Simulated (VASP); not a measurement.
Here is a VASP 6.6.1 calculation.

Contents of POSCAR:

```
InP3
1.0
    3.7427051410      2.1608518207      3.3674562706
   -3.7427051410      2.1608518207      3.3674562706
    0.0000000000     -4.3217036413      3.3674562706
In P
2 6
Direct
    0.2705684647      0.2705684647      0.2705684647
    0.7294315353      0.7294315353      0.7294315353
    0.7983087413      0.2448187094      0.7983087413
    0.7983087413      0.7983087413      0.2448187094
    0.2448187094      0.7983087413      0.7983087413
    0.2016912587      0.7551812906      0.2016912587
    0.7551812906      0.2016912587      0.2016912587
    0.2016912587      0.2016912587      0.7551812906
```

The input INCAR.step1:

```
ALGO     = Normal         # electronic algorithm
EDIFF    = 1E-4           # SCF threshold, eV
ENCUT    = 520            # plane-wave cutoff, eV
GGA      = PE             # functional
ISMEAR   = -1             # smearing method
LASPH    = T              # aspherical terms in the spheres
LCHARG   = F              # write CHGCAR
LREAL    = F              # projectors in reciprocal space
LWAVE    = T              # write WAVECAR
NBANDS   = 38             # bands
NELM     = 100            # most SCF steps
PREC     = Accurate       # precision mode
SIGMA    = 0.1            # smearing width, eV
```

The input INCAR.step2:

```
ALGO     = Normal         # electronic algorithm
EDIFF    = 1E-6           # SCF threshold, eV
ENCUT    = 520            # plane-wave cutoff, eV
ISIF     = 2              # what is computed and relaxed
ISMEAR   = -1             # smearing method
ISTART   = 1            
LASPH    = T              # aspherical terms in the spheres
LCHARG   = F              # write CHGCAR
LMIXTAU  = T            
LREAL    = F              # projectors in reciprocal space
LWAVE    = F              # write WAVECAR
METAGGA  = R2SCAN         # meta-GGA
NBANDS   = 38             # bands
NELM     = 100            # most SCF steps
PREC     = Accurate       # precision mode
SIGMA    = 0.1            # smearing width, eV
```

The input KPOINTS:

```
k-points
0
Gamma
  6 6 6
```

Potentials or basis: VASP PAW PBE potentials, release 64 (In_d, P).

Command:

```sh
$ cat potpaw_PBE.64/In_d/POTCAR potpaw_PBE.64/P/POTCAR > POTCAR
$ cp INCAR.step1 INCAR
$ mpirun -np 1 vasp_std > vasp.out
$ cp INCAR.step2 INCAR
$ mpirun -np 1 vasp_std > vasp.out
```

Task: What does it give for the band gap on the k mesh?

Result: Zero (bands 28 and 29 overlap by 0.33 eV).

Task: What does it give for the pressure?

Result: -0.4 GPa.

Task: Estimate the largest force.

Result: 0.110 eV/Å.

Forces in eV/Å, atoms in the order of the input:
```
In   0.000  0.000  0.011
In   0.000  0.000 -0.011
P    0.060 -0.035  0.085
P    0.000  0.069  0.085
P   -0.060 -0.035  0.085
P   -0.060  0.035 -0.085
P    0.060  0.035 -0.085
P    0.000 -0.069 -0.085
```

Caveat: semilocal functionals underestimate gaps, and a narrow one can read as zero; the PAW data sets were made with another functional, which shifts forces and pressure a little; spin-orbit coupling is left out, which moves the levels of the heavy elements.
